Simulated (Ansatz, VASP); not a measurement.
## ZnS: VASP beside Ansatz

```
Zn S
1.0
     3.81100    0.00000    0.00000
    -1.90550    3.30042    0.00000
     0.00000    0.00000    6.23400
Zn S
2 2
Direct
  0.46503 0.76308 0.03609
  0.66667 0.33333 0.50000
  0.33333 0.66667 0.38500
  0.66667 0.33333 0.88500
```

Alike in both runs: task single point; functional r2SCAN; k mesh 6 × 6 × 4; occupations gaussian, width 0.05 eV; no spin polarisation.

```csv
,VASP,Ansatz
version,VASP 6.6.1,Ansatz 0.2.0
potentials or method,"VASP PAW PBE potentials, release 64 (Zn, S), cutoff 520 eV","scalar-relativistic, plane waves, PAW"
valence electrons in the cell,36,36
```

```tsv
	VASP	Ansatz	Ansatz less VASP
gap on the k mesh at the Fermi level (eV)	2.38	2.37	-0.006
least direct gap on the mesh (eV)	2.38	2.37	-0.006
pressure (GPa)	2.4	2.3	-0.10
traceless stress, the component that is largest in VASP (GPa)	-2.84	-2.80	+0.038
rms of the force components (eV/Å)	0.754	0.749	-0.0051
```

VASP's potentials were made for PBE, not for r2SCAN. Atom by atom the forces differ by 0.007 eV/Å (rms over components).
